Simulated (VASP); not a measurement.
Input of a VASP 6.6.1 run:

INCAR

```
PREC = Accurate
ENCUT = 520
EDIFF = 1E-6
ISMEAR = -1
SIGMA = 0.05
LREAL = Auto
LASPH = T
NELM = 80
ALGO = Normal
ISIF = 2
LWAVE = F
LCHARG = F
GGA = PE
NBANDS = 128
```

Contents of KPOINTS:

```
Automatic mesh
0
Gamma
  2 2 2
```

POSCAR

```
Ge16N
1.0
    0.0000000000      5.6600000000      5.6600000000
    5.6600000000      0.0000000000      5.6600000000
    5.6600000000      5.6600000000      0.0000000000
Ge N
16 1
Direct
   -0.0165901060      0.0261130742      0.0302826855
    0.0736484099      0.2570759717      0.1138250883
    0.0424734982     -0.0503886926      0.4424734982
    0.0517226148      0.0581007067      0.6778180212
   -0.0912985866      0.7114929329     -0.0361749117
    0.2000000000      0.5352826855      0.1499646643
   -0.0074734982      0.4272614841      0.5206360424
    0.1386484099      0.5804505300      0.6367932862
    0.4556007067      0.1174558304     -0.0938162544
    0.6371554770      0.0486042403      0.2301060071
    0.4430565371     -0.0565901060      0.5988162544
    0.6830830389      0.1297614841      0.5030477032
    0.6090812721      0.4287809187      0.0574204947
    0.4476325088      0.7589929329      0.1163074205
    0.5174204947      0.5309363958      0.4607950530
    0.6472526502      0.5541431095      0.6726060071
    1.1580212014      0.7874204947      0.1463074205
```

Potentials or basis: VASP PAW PBE potentials, release 64 (Ge_d, N).

Run with:

```bash
$ cat potpaw_PBE.64/Ge_d/POTCAR potpaw_PBE.64/N/POTCAR > POTCAR
$ mpirun -np 1 vasp_std > vasp.out
```

Q: What does it give for the largest force?

A: 2.070 eV/Å.

Q: Predict the band gap on the k mesh.

A: Zero (an odd number of electrons rules out a gap without spin polarisation).

Q: Estimate the pressure.

A: 2.7 GPa.

Forces in eV/Å, atoms in the order of the input:
```
Ge   0.138  0.467  1.303
Ge  -0.267 -0.760  0.366
Ge  -0.442  0.337 -0.057
Ge  -0.110  0.437  0.366
Ge  -0.692  0.454 -0.090
Ge  -0.446 -0.401 -0.569
Ge  -0.648  1.195  1.509
Ge  -0.018  0.229 -0.905
Ge  -0.092  0.088  0.260
Ge   0.279 -0.970 -0.535
Ge   0.001  0.554 -0.588
Ge   1.233 -0.877 -0.033
Ge  -0.553 -0.571 -0.401
Ge   0.434 -0.710 -0.460
Ge  -0.473  0.132 -0.554
Ge   1.623 -1.085 -0.690
N    0.034  1.479  1.078
```

Caveat: the k points lie up to 0.48 Å⁻¹ apart, too coarse for converged energies and pressures of a metal; the atoms stand as in a frame of molecular dynamics.
